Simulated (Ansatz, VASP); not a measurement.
MgS: VASP beside Ansatz

Contents of INCAR:

```
PREC = Accurate
ENCUT = 520
EDIFF = 1E-6
ISMEAR = -1
SIGMA = 0.03
LREAL = F
LASPH = T
NELM = 80
ALGO = Normal
ISIF = 2
LWAVE = F
LCHARG = T
GGA = PS
LELF = T
LVHAR = T
NBANDS = 11
```

The input KPOINTS:

```
regular mesh
0
Gamma
  10 10 10
```

The input POSCAR:

```
MgS
1.0
    0.0000000000      2.5841887356      2.5841887356
    2.5841887356      0.0000000000      2.5841887356
    2.5841887356      2.5841887356      0.0000000000
Mg S
1 1
Direct
    0.0000000000      0.0000000000      0.0000000000
    0.5000000000      0.5000000000      0.5000000000
```

Input for Ansatz:

```yaml
crystal:
  lattice:
    - [0.0, 2.5841887356, 2.5841887356]
    - [2.5841887356, 0.0, 2.5841887356]
    - [2.5841887356, 2.5841887356, 0.0]
  atoms:
    - { symbol: Mg, position: [0.0, 0.0, 0.0] }
    - { symbol: S, position: [0.5, 0.5, 0.5] }
kpoints:
  mp_grid: { grid: [10, 10, 10] }
  band_path:
    path:
      - [0.0, 0.0, 0.0]
      - [0.5, 0.0, 0.5]
      - [0.625, 0.25, 0.625]
      - [0.375, 0.375, 0.75]
      - [0.0, 0.0, 0.0]
      - [0.5, 0.5, 0.5]
      - [0.5, 0.25, 0.75]
      - [0.5, 0.0, 0.5]
    npoints: 5
scf:
  occupations: { method: fermi_dirac, width: 0.03 }
hamiltonian:
  xc: pbesol
  pseudopotentials: { kind: all_electron, lapw: { basis_error: 0.00025 } }
output:
  forces: true
  stress: true
  eigenvalues: true
```

Change from the starting cell: volume scaled by 0.98.

Alike in both runs: task single point; functional PBEsol; k mesh 10 × 10 × 10; occupations fermi-dirac, width 0.03 eV; no spin polarisation.

|  | VASP | Ansatz |
| --- | --- | --- |
| version | VASP 6.6.1 | Ansatz 0.2.0 |
| potentials or method | VASP PAW PBE potentials, release 64 (Mg, S), cutoff 520 eV | all-electron LAPW, scalar-relativistic |

```csv
,VASP,Ansatz,Ansatz less VASP
gap on the k mesh at the Fermi level (eV),2.75,2.74,-0.001
pressure (GPa),0.4,0.6,+0.19
```

VASP's potentials were made for PBE, not for PBEsol. Ansatz ran all-electron here, and VASP with PAW potentials.
